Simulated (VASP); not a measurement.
Write the native input for VASP 6.6.1 that does the following.

| Property | Result |
| --- | --- |
| Task | single point |
| Functional | BLYP |
| Potentials or basis | VASP PAW PBE potentials, release 64 (Bi_d, Te) |
| Cutoff | 500 eV |
| k mesh | 3 × 3 × 3 |
| Occupations | gaussian, width 0.01 eV |
| Spin | no spin polarisation |
| Dipole correction | no |
| Further INCAR settings | ALGO = Normal; EDIFF = 1e-06; NBANDS = 32 |

The structure of Bi2Te3 lies in POSCAR:

```
Bi2Te3
1.0
    2.2085000000      1.2750780700      9.9466666700
   -2.2085000000      1.2750780700      9.9466666700
    0.0000000000     -2.5501561400      9.9466666700
Bi Te
2 3
Direct
    0.1880000000      0.1880000000      0.1880000000
    0.5980000000      0.5980000000      0.5980000000
    0.3890000000      0.3890000000      0.3890000000
    0.8000000000      0.8000000000      0.8000000000
    0.0000000000      0.0000000000      0.0000000000
```

These files were run (other wordings do the same):

INCAR

```
PREC     = Accurate       # precision mode
ENCUT    = 500            # plane-wave cutoff, eV
EDIFF    = 1E-6           # SCF threshold, eV
ISMEAR   = 0              # smearing method
SIGMA    = 0.01           # smearing width, eV
LREAL    = F              # projectors in reciprocal space
LASPH    = T              # aspherical terms in the spheres
NELM     = 120            # most SCF steps
ALGO     = Normal         # electronic algorithm
ISIF     = 2              # what is computed and relaxed
LWAVE    = F              # write WAVECAR
LCHARG   = F              # write CHGCAR
GGA      = B5             # functional
ALDAX    = 1.0          
AGGAX    = 1.0          
AGGAC    = 1.0          
ALDAC    = 0.0          
NBANDS   = 32             # bands
GGA_COMPAT= F
```

KPOINTS

```
regular mesh
0
Gamma
  3 3 3
```

Potentials or basis: VASP PAW PBE potentials, release 64 (Bi_d, Te).

Command:

```bash
$ cat potpaw_PBE.64/Bi_d/POTCAR potpaw_PBE.64/Te/POTCAR > POTCAR
$ mpirun -np 1 vasp_std > vasp.out
```

It gave:

The pressure is 5.5 GPa and the largest force is 1.491 eV/Å. The band gap on the k mesh is 0.09 eV (least direct gap 0.32 eV).

Caveat: the k points lie up to 0.55 Å⁻¹ apart; the PAW data sets were made with another functional, which shifts forces and pressure a little; spin-orbit coupling is left out, which moves the levels of the heavy elements.

Wall time 7.9 min on 1 thread of Intel Xeon 8259CL, with other jobs on the host, peak memory 0.87 GiB.
